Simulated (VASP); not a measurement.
Runs of VASP 6.6.1 on BiTe. The structure is that of space group Fm-3m (No. 225), or close to it. The cells are those of the table. 

```tsv
task	level	potentials or basis	spin	cell	cutoff (eV)	gap on the mesh (eV)	pressure (GPa)	moment (μB)
electric field gradients	LDA	VASP PAW LDA potentials, release 64 (Bi_d, Te)	off	a = 4.575 Å, angles 60.0°, 2 atoms	520	none	(a)	-
single point	PBE	VASP PAW PBE potentials, release 64 (Bi_d, Te)	off	a = 4.575 Å, angles 60.0°, 2 atoms	520	none	0.7	-
single point	PBE	VASP PAW PBE potentials, release 64 (Bi_d, Te)	non-collinear, zero start, SOC	a = 4.575 Å, angles 60.0°, 2 atoms	520	-	2.0	0.00
electric field gradients	PBEsol	VASP PAW PBE potentials, release 64 (Bi_d, Te)	off	a = 4.575 Å, angles 60.0°, 2 atoms	520	none	-1.7	-
electric field gradients	PBE	VASP PAW PBE potentials, release 64 (Bi_d, Te)	non-collinear, zero start, SOC	a = 4.575 Å, angles 60.0°, 2 atoms	520	-	2.0	0.00
electric field gradients	PBE	VASP PAW PBE potentials, release 64 (Bi_d, Te)	off	a = 4.665 Å, angles 60.0°, 2 atoms	400	none	-1.9	-
```

Alike in all rows: k mesh 10 × 10 × 10; smearing fermi-dirac 0.03 eV.

Estimate the missing entries.

(a) -2.7.

Caveats: spin-orbit coupling is left out, which moves the levels of the heavy elements (at least some runs); the PAW data sets were made with another functional, which shifts forces and pressure a little (at least some runs).

A k mesh can miss the band edges, and rows without SOC leave out spin-orbit coupling on Bi, Te.

A gap of «none» marks levels without a gap at the run's occupations.
